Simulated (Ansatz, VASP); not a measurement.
**LaNb2N2 in VASP and in Ansatz**

```
CELL_PARAMETERS angstrom
-1.55865 1.55865 7.68373
1.55865 -1.55865 7.68373
1.55865 1.55865 -7.68373
ATOMIC_POSITIONS crystal
La 0.00000 0.00000 0.00000
Nb 0.31516 0.31516 0.00000
Nb 0.68484 0.68484 0.00000
N 0.17167 0.17167 0.00000
N 0.82833 0.82833 0.00000
```

Change from the starting cell: species swapped into the Ba2ZnN2 type (I4/mmm, No. 139).

Alike in both runs: functional PBE; k mesh 16 × 16 × 16; occupations gaussian, width 0.1 eV; no spin polarisation.

Ansatz relaxed the structure, and its values are those at the end. VASP's run is a single point on that final structure, the one shown.

|  | VASP | Ansatz |
| --- | --- | --- |
| version | VASP 6.6.1 | Ansatz 0.2.0 |
| potentials or method | VASP PAW PBE potentials, release 64 (La, Nb_sv, N), cutoff 520 eV | scalar-relativistic, plane waves, PAW |
| valence electrons in the cell | 47 | 47 |

|  | VASP | Ansatz | Ansatz less VASP |
| --- | --- | --- | --- |
| gap on the k mesh at the Fermi level (eV) | none | none | - |
| pressure (GPa) | -0.3 | 0.0 | +0.29 |
| rms of the force components (eV/Å) | 0.005 | 0.003 | -0.0027 |

A gap of «none» marks a metal or a gap that the smearing closes.

Spin-orbit coupling is off throughout.
